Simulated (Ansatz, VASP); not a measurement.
TlBr: VASP beside Ansatz

```
Tl Br
1.0
     3.84753    0.00000    0.00000
     0.00000    3.84753    0.00000
     0.00000    0.00000    3.84753
Tl Br
1 1
Direct
  0.00000 0.00000 0.00000
  0.50000 0.50000 0.50000
```

Alike in both runs: task single point; functional r2SCAN; k mesh 8 × 8 × 8; occupations gaussian, width 0.02 eV; no spin polarisation.

|  | VASP | Ansatz |
| --- | --- | --- |
| version | VASP 6.6.1 | Ansatz 0.2.0 |
| potentials or method | VASP PAW PBE potentials, release 64 (Tl_d, Br), cutoff 550 eV | scalar-relativistic, plane waves, PAW |
| valence electrons in the cell | 20 | 20 |

Ansatz gave:

| Item | Value |
| --- | --- |
| gap on the k mesh at the Fermi level (eV) | 2.01 |
| least direct gap on the mesh (eV) | 2.01 |
| pressure (GPa) | 3.7 |

**Question.** What did VASP give for the same quantities?

**Answer.** gap on the k mesh at the Fermi level (eV): 2.02; least direct gap on the mesh (eV): 2.02; pressure (GPa): 3.7.

VASP's potentials were made for PBE, not for r2SCAN.

Neither program's run includes spin-orbit coupling.
